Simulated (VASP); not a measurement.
Crystal: Al.

```xyz
1
Lattice="0.0000 2.0248 2.0248 2.0248 0.0000 2.0248 2.0248 2.0248 0.0000" Properties=species:S:1:pos:R:3 pbc="T T T"
Al    0.0000    0.0000    0.0000
```

* Program: VASP 6.6.1
* Task: relaxation of cell and atoms
* Functional: BLYP
* Potentials or basis: VASP PAW PBE potentials, release 64 (Al)
* Cutoff: 600 eV
* k mesh: 13 × 13 × 13
* Occupations: fermi-dirac, width 0.1 eV
* Spin: no spin polarisation

At the start: pressure 3.0 GPa; volume 16.60 Å³/atom.

**Question.** How do energy, volume and symmetry change on relaxing?

**Answer.** Over 3 steps the energy falls by 7.3 meV/atom and the volume is 17.42 Å³/atom (+4.9 %); space group Fm-3m (No. 225, to 0.05 Å).

The path:
| step | energy change (eV) | largest force (eV/Å) | pressure (GPa) | volume (Å³) |
| --- | --- | --- | --- | --- |
| 1 | 0.0000 | 0.0000 | 3.02 | 16.60 |
| 2 | -0.0073 | 0.0000 | 0.16 | 17.37 |
| 3 | -0.0073 | 0.0000 | 0.01 | 17.42 |

Final structure:
```yaml
crystal:
  lattice:
    - [0.00000, 2.05731, 2.05731]
    - [2.05731, 0.00000, 2.05731]
    - [2.05731, 2.05731, 0.00000]
  atoms:
    - { symbol: Al, position: [0.00000, 0.00000, 0.00000] }
```

Caveat: the PAW data sets were made with another functional, which shifts forces and pressure a little.
